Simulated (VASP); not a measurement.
# La (P6/mmm) in VASP: relaxation of cell and atoms with PBE

Aim: the relaxation of cell and atoms of La with PBE.

Everything below comes from runs of VASP 6.6.1. Logs are shortened: lines on timing, memory, paths and dates and some standing lists are left out, and cuts for length are marked.

**1. The cell of the first run**

It takes space group P6/mmm (No. 191, hexagonal). The conventional cell has a = 5.730 Å, b = 5.730 Å, c = 3.408 Å, α = 90.00°, β = 90.00°, γ = 120.00°. Within 4.5 Å of La (site symmetry 6/mmm) lie 14 La at 3.41 to 3.72 Å. Within 4.4 Å of La (site symmetry -6m2) lie 11 La at 3.31 to 3.72 Å.

This isn't the form of La at room conditions, which is double hcp.

**2. Relaxation of cell and atoms, PBE, target pressure 4.4 GPa, at which the enthalpy is minimised**

Input file INCAR:

```
SYSTEM = La
PREC = Accurate ; ENCUT = 600
EDIFF = 1E-7 ; ISMEAR = -1
SIGMA = 0.05 ; LREAL = .FALSE.
LASPH = .TRUE. ; NELM = 80
ALGO = Normal ; ISIF = 3
LWAVE = .FALSE. ; LCHARG = .FALSE.
GGA = PE ; IBRION = 2
NSW = 32 ; EDIFFG = -0.005
PSTRESS = 44.0
```

Input file KPOINTS:

```
regular mesh
0
G
  7 7 9
  0 0 0
```

Input file POSCAR:

```
La
1.0
    5.7300909630      0.0000000000      0.0000000000
   -2.8650454815      4.9624043400      0.0000000000
    0.0000000000      0.0000000000      3.4079444872
La
3
Direct
    0.0000000000      0.0000000000      0.0000000000
    0.3333333333      0.6666666667      0.5000000000
    0.6666666667      0.3333333333      0.5000000000
```

Potentials or basis: VASP PAW PBE potentials, release 64 (La).

The run is started by

```
$ cat potpaw_PBE.64/La/POTCAR > POTCAR
$ mpirun -np 1 vasp_std > vasp.out
```

OUTCAR:

```text
SYSTEM = La
   PREC = Accurate
   ENCUT = 600
   EDIFF = 1E-7
   ISMEAR = -1
   LREAL = .FALSE.
   LASPH = .TRUE.
   NELM = 80
   ISIF = 3
   GGA = PE
   IBRION = 2
   NSW = 32
   EDIFFG = -0.005
   PSTRESS = 44.0

 ion  position               nearest neighbor table
   1  0.000  0.000  0.000-
   2  0.333  0.667  0.500-   3 3.31   3 3.31   3 3.31
   3  0.667  0.333  0.500-   2 3.31   2 3.31   2 3.31

  LATTYP: Found a hexagonal cell.
 ALAT       =     5.7300909630
 C/A-ratio  =     0.5947452683

  Lattice vectors:

 A1 = (   5.7300909630,   0.0000000000,   0.0000000000)
 A2 = (  -2.8650454815,   4.9624043400,   0.0000000000)
 A3 = (   0.0000000000,   0.0000000000,   3.4079444872)

Analysis of symmetry for initial positions (statically):
=====================================================================
 Subroutine PRICEL returns:
 Original cell was already a primitive cell.

 Routine SETGRP: Setting up the symmetry group for a
 hexagonal supercell.

 Subroutine GETGRP returns: Found 24 space group operations
 (whereof 24 operations were pure point group operations)
 out of a pool of 24 trial point group operations.

The static configuration has the point symmetry D_6h.

Analysis of symmetry for dynamics (positions and initial velocities):
=====================================================================
 Subroutine PRICEL returns:
 Original cell was already a primitive cell.

 Routine SETGRP: Setting up the symmetry group for a
 hexagonal supercell.

 Subroutine GETGRP returns: Found 24 space group operations
 (whereof 24 operations were pure point group operations)
 out of a pool of 24 trial point group operations.

The dynamic configuration has the point symmetry D_6h.

 Subroutine INISYM returns: Found 24 space group operations
 (whereof 24 operations are pure point group operations),
 and found     1 'primitive' translations

----------------------------------------------------------------------------------------

                                     Primitive cell

  volume of cell :      96.9050

  direct lattice vectors                    reciprocal lattice vectors
     5.730090963  0.000000000  0.000000000     0.174517299  0.100757610  0.000000000
    -2.865045482  4.962404340  0.000000000     0.000000000  0.201515220  0.000000000
     0.000000000  0.000000000  3.407944487     0.000000000  0.000000000  0.293432010

  length of vectors
     5.730090963  5.730090963  3.407944487     0.201515220  0.201515220  0.293432010

  position of ions in fractional coordinates (direct lattice)
     0.000000000  0.000000000  0.000000000
     0.333333333  0.666666667  0.500000000
     0.666666667  0.333333333  0.500000000

  ion indices of the primitive-cell ions
   primitive index   ion index
                 1           1
                 2           2
                 3           3

----------------------------------------------------------------------------------------

 KPOINTS: regular mesh

Automatic generation of k-mesh.
 Grid dimensions read from file:
 generate k-points for:    7    7    9

 Generating k-lattice:

  Cartesian coordinates                     Fractional coordinates (reciprocal lattice)
     0.024931043  0.014393944  0.000000000     0.142857143  0.000000000  0.000000000
     0.000000000  0.028787889  0.000000000     0.000000000  0.142857143  0.000000000
     0.000000000  0.000000000  0.032603557     0.000000000  0.000000000  0.111111111

  Length of vectors
     0.028787889  0.028787889  0.032603557

  Shift w.r.t. Gamma in fractional coordinates (k-lattice)
     0.000000000  0.000000000  0.000000000

 Subroutine IBZKPT returns following result:
 ===========================================

 Found     40 irreducible k-points:

 Following reciprocal coordinates:
            Coordinates               Weight
  0.000000  0.000000  0.000000      1.000000
  0.142857  0.000000  0.000000      6.000000
  0.285714  0.000000  0.000000      6.000000
  0.428571  0.000000  0.000000      6.000000
  0.142857  0.142857  0.000000      6.000000
  0.285714  0.142857  0.000000     12.000000
[... 16 lines left out ...]
  0.428571  0.142857  0.222222     12.000000
  0.285714  0.285714  0.222222     12.000000
 [... further k-points ...]
   k-points           NKPTS =     40   k-points in BZ     NKDIM =     40   number of bands    NBANDS=     20
   number of dos      NEDOS =    301   number of ions     NIONS =      3
   total plane-waves  NPLWV =  64512
   dimension x,y,z NGX =    48 NGY =   48 NGZ =   28
   dimension x,y,z NGXF=    96 NGYF=   96 NGZF=   56
   ions per type =               3
   NGX,Y,Z   is equivalent  to a cutoff of  13.93, 13.93, 13.66 a.u.
   NGXF,Y,Z  is equivalent  to a cutoff of  27.85, 27.85, 27.32 a.u.
 SYSTEM =  La
   PREC   = accura    normal or accurate (medium, high low for compatibility)
   ISTART =      0    job   : 0-new  1-cont  2-samecut
   ICHARG =      2    charge: 1-file 2-atom 10-const
   ISPIN  =      1    spin polarized calculation?
   LNONCOLLINEAR =      F non collinear calculations
   LSORBIT =      F    spin-orbit coupling
   LASPH  =      T    aspherical Exc in radial PAW
   ENCUT  =  600.0 eV  44.10 Ry    6.64 a.u.  11.44 11.44  6.81*2*pi/ulx,y,z
   NELM   =     80;   NELMIN=  2; NELMDL= -5     # of ELM steps
   EDIFF  = 0.1E-06   stopping-criterion for ELM
   LREAL  =      F    real-space projection
   EDIFFG = -.5E-02   stopping-criterion for IOM
   NSW    =     32    number of steps for IOM
   IBRION =      2    ionic relax: 0-MD 1-quasi-New 2-CG
   NFREE  =      1    steps in history (QN), initial steepest desc. (CG)
   ISIF   =      3    stress and relaxation
   ISYM   =      2    0-nonsym 1-usesym 2-fastsym
   POTIM  = 0.5000    time-step for ionic-motion
   TEBEG  =    0.0;   TEEND  =   0.0 temperature during run
   PSTRESS=   44.0 pullay stress
   NELECT =      33.0000    total number of electrons
   NUPDOWN=      -1.0000    fix difference up-down
   EMIN   =  10.00;   EMAX   =-10.00  energy-range for DOS
   EFERMI =   0.00;   METHOD = LEGACY
   ISMEAR =    -1;   SIGMA  =   0.05  broadening in eV -4-tet -1-fermi 0-gaus
   EFERMI_NEDOS =   21; number of points for ismear=-14 and -15
   IALGO  =     38    algorithm
   IMIX   =      4    mixing-type and parameters
     AMIX     =   0.40;   BMIX     =  1.00
     AMIX_MAG =   1.60;   BMIX_MAG =  1.00
  volume/ion in A,a.u.               =      32.30       217.98
  Fermi-wavevector in a.u.,A,eV,Ry     =   1.143222  2.160377 17.782238  1.306958
  Thomas-Fermi vector in A             =   2.279918
   LORBIT       =      0    0 simple, 1 ext, 2 COOP (PROOUT), +10 PAW based schemes
   GGA     = PE    functional components
   LHFCALC =     F    Hartree Fock is set to
   AEXX    =    0.0000 exact exchange contribution
   IVDW    =     0    specifies the selected vdW correction
   LEPSILON=     F    determine dielectric tensor
   LRPA    =     F    only Hartree local field effects (RPA)
 conjugate gradient relaxation of ions
 non-spin polarized calculation
  energy-cutoff  :      600.00
  volume of cell :       96.90
 maximum number of plane-waves:      3272
 NGX is ok and might be reduce to    48
   NGX = 23   NGY = 23   NGZ = 13

--------------------------------------- Ionic step        1  -------------------------------------------

 number of electron      32.9999998 magnetization

 Free energy of the ion-electron system (eV)
  ---------------------------------------------------
  ext. energy  EPLUGINS =         0.00000000
  ---------------------------------------------------
  free energy    TOTEN  =       -14.39425040 eV

  energy without entropy =      -14.36740107  energy(sigma->0) =      -14.38082574

------------------------ aborting loop because EDIFF is reached ----------------------------------------

  FORCE on cell =-STRESS in cart. coord.  units (eV):
  Direction    XX          YY          ZZ          XY          YZ          ZX
  --------------------------------------------------------------------------------------
  -------------------------------------------------------------------------------------
  Total        2.7189291      2.7189291      2.6980467      0.0000000      0.0000000     -0.0000000
  in kB       44.9533730     44.9533730     44.6081141      0.0000000      0.0000000     -0.0000000
  external PRESSURE =       0.8382867 kB  Pullay stress =      44.0000000 kB

 VOLUME and BASIS-vectors are now :
 -----------------------------------------------------------------------------
  energy-cutoff  :      600.00
  volume of cell :       96.90
      direct lattice vectors                 reciprocal lattice vectors
     5.730090963  0.000000000  0.000000000     0.174517299  0.100757610  0.000000000
    -2.865045482  4.962404340  0.000000000     0.000000000  0.201515220  0.000000000
     0.000000000  0.000000000  3.407944487     0.000000000  0.000000000  0.293432010

 POSITION                                       TOTAL-FORCE (eV/Angst)
 -----------------------------------------------------------------------------------
      0.00000      0.00000      0.00000        -0.000000      0.000000      0.000000
     -0.00000      3.30827      1.70397        -0.000000     -0.000000      0.000000
      2.86505      1.65413      1.70397         0.000000      0.000000     -0.000000
 -----------------------------------------------------------------------------------
    total drift:                               -0.000000      0.000000     -0.000000

  FREE ENERGIE OF THE ION-ELECTRON SYSTEM (eV)
  ---------------------------------------------------
  free  energy   TOTEN  =       -14.3942504020 eV

  energy  without entropy=      -14.3674010728  energy(sigma->0) =      -14.38082574

  enthalpy is  TOTEN    =       -11.7329844959 eV   P V=        2.6612659061

--------------------------------------- Ionic step        2  -------------------------------------------

 number of electron      32.9999998 magnetization

 Free energy of the ion-electron system (eV)
  ---------------------------------------------------
  ext. energy  EPLUGINS =         0.00000000
  ---------------------------------------------------
  free energy    TOTEN  =       -14.40082272 eV

  energy without entropy =      -14.37389234  energy(sigma->0) =      -14.38735753

 E-fermi :   9.2215     XC(G=0): -10.1290

 val. band max:        9.2213674508   @ k =   0.1429   0.0000   0.2222
 cond. band min:       9.2365088196   @ k =   0.2857   0.2857   0.3333
 fundamental gap:      0.0151413688
 Fermi energy:         9.2215030530

 k-point     1 :       0.0000    0.0000    0.0000
  band No.  band energies     occupation
      1     -23.5476      2.00000
      2     -23.1703      2.00000
      3     -23.1013      2.00000
      4      -7.8073      2.00000
      5      -7.8073      2.00000
      6      -7.4391      2.00000
[... 12 lines left out ...]
     19      10.0419      0.00000
     20      10.2098      0.00000

 k-point     2 :       0.1429    0.0000    0.0000
  band No.  band energies     occupation
      1     -23.5253      2.00000
      2     -23.1779      2.00000
      3     -23.1183      2.00000
      4      -7.9439      2.00000
      5      -7.8750      2.00000
      6      -7.2650      2.00000
[... 12 lines left out ...]
     19      10.2956      0.00000
     20      10.6290      0.00000

 k-point     3 :       0.2857    0.0000    0.0000
  band No.  band energies     occupation
      1     -23.4638      2.00000
      2     -23.2040      2.00000
      3     -23.1592      2.00000
      4      -8.1170      2.00000
      5      -7.8418      2.00000
      6      -6.9886      2.00000
[... 12 lines left out ...]
     19       9.9494      0.00000
     20      10.8201      0.00000

 k-point     4 :       0.4286    0.0000    0.0000
  band No.  band energies     occupation
      1     -23.3810      2.00000
      2     -23.2676      2.00000
      3     -23.1829      2.00000
      4      -8.2142      2.00000
      5      -7.6226      2.00000
      6      -7.1663      2.00000
[... 429 lines left out ...]
 k-point    23 :       0.4286    0.1429    0.2222
  band No.  band energies     occupation
      1     -23.2677      2.00000
      2     -23.2033      2.00000
      3     -23.1377      2.00000
      4      -8.0089      2.00000
      5      -7.5810      2.00000
      6      -7.4095      2.00000
[... 12 lines left out ...]
     19       9.8228      0.00001
     20       9.9163      0.00000

 k-point    24 :       0.2857    0.2857    0.2222
  band No.  band energies     occupation
      1     -23.2583      2.00000
      2     -23.1842      2.00000
      3     -23.1666      2.00000
      4      -7.9746      2.00000
      5      -7.5942      2.00000
      6      -7.4136      2.00000
[... 12 lines left out ...]
     19       9.8846      0.00000
     20       9.9460      0.00000

 [... further k-points ...]
[... 5 lines left out ...]
  --------------------------------------------------------------------------------------
  -------------------------------------------------------------------------------------
  Total        2.6638494      2.6638494      2.6582644      0.0000000      0.0000000      0.0000000
  in kB       43.9351627     43.9351627     43.8430483      0.0000000      0.0000000      0.0000000
  external PRESSURE =      -0.0955421 kB  Pullay stress =      44.0000000 kB

 VOLUME and BASIS-vectors are now :
 -----------------------------------------------------------------------------
  energy-cutoff  :      600.00
  volume of cell :       97.14
      direct lattice vectors                 reciprocal lattice vectors
     5.735404331 -0.000000000 -0.000000000     0.174355624  0.100664266 -0.000000000
    -2.867702165  4.967005851  0.000000000     0.000000000  0.201328533 -0.000000000
     0.000000000  0.000000000  3.409960174     0.000000000 -0.000000000  0.293258557

 POSITION                                       TOTAL-FORCE (eV/Angst)
 -----------------------------------------------------------------------------------
      5.73540     -0.00000     -0.00000         0.000000      0.000000      0.000000
     -0.00000      3.31134      1.70498        -0.000000      0.000000      0.000000
      2.86770      1.65567      1.70498         0.000000     -0.000000     -0.000000
 -----------------------------------------------------------------------------------
    total drift:                               -0.000000      0.000000      0.000000

  FREE ENERGIE OF THE ION-ELECTRON SYSTEM (eV)
  ---------------------------------------------------
  free  energy   TOTEN  =       -14.4008227156 eV

  energy  without entropy=      -14.3738923359  energy(sigma->0) =      -14.38735753

  enthalpy is  TOTEN    =       -11.7330421011 eV   P V=        2.6677806146

 reached required accuracy - stopping structural energy minimisation
```

It took 2.9 min on 1 thread of AMD EPYC 7R13 (Zen 3), shared host; peak memory 0.27 GiB.

Results:

```
Free energy                                                : -14.4008 eV
Relaxed volume                                             : 32.38 Å³/atom
Relaxed cell                                               : a = 5.735 Å, b = 5.735 Å, c = 3.410 Å, α = 90.00°, β = 90.00°, γ = 120.00°
Space group after relaxing (to 0.1 Å)                      : P6/mmm (No. 191)
Energy change on relaxing (the run minimises the enthalpy) : -2.2 meV/atom
Ionic steps                                                : 2
Pressure after relaxing                                    : 4.4 GPa
Band gap on the k mesh                                     : zero (an odd number of electrons rules out a gap without spin polarisation)
```

The path:
| step | energy change (eV) | largest force (eV/Å) | pressure (GPa) | volume (Å³) |
| --- | --- | --- | --- | --- |
| 1 | 0.0000 | 0.0000 | 4.48 | 96.90 |
| 2 | -0.0066 | 0.0000 | 4.39 | 97.14 |

Final structure:
```yaml
crystal:
  lattice:
    - [5.73540, 0.00000, 0.00000]
    - [-2.86770, 4.96701, 0.00000]
    - [0.00000, 0.00000, 3.40996]
  atoms:
    - { symbol: La, position: [0.00000, 0.00000, 0.00000] }
    - { symbol: La, position: [0.33333, 0.66667, 0.50000] }
    - { symbol: La, position: [0.66667, 0.33333, 0.50000] }
```

Levels at points of the mesh, in eV from the Fermi level:
```csv
k point,band 14,band 15,band 16,band 17,band 18,band 19,band 20
"(0.00, 0.00, 0.00)",-1.66,0.39,0.74,0.74,0.82,0.82,0.99
```

Caveat: the cell is relaxed towards a set pressure, so the run minimises the enthalpy, not the energy; spin-orbit coupling is left out, which moves the levels of the heavy elements.
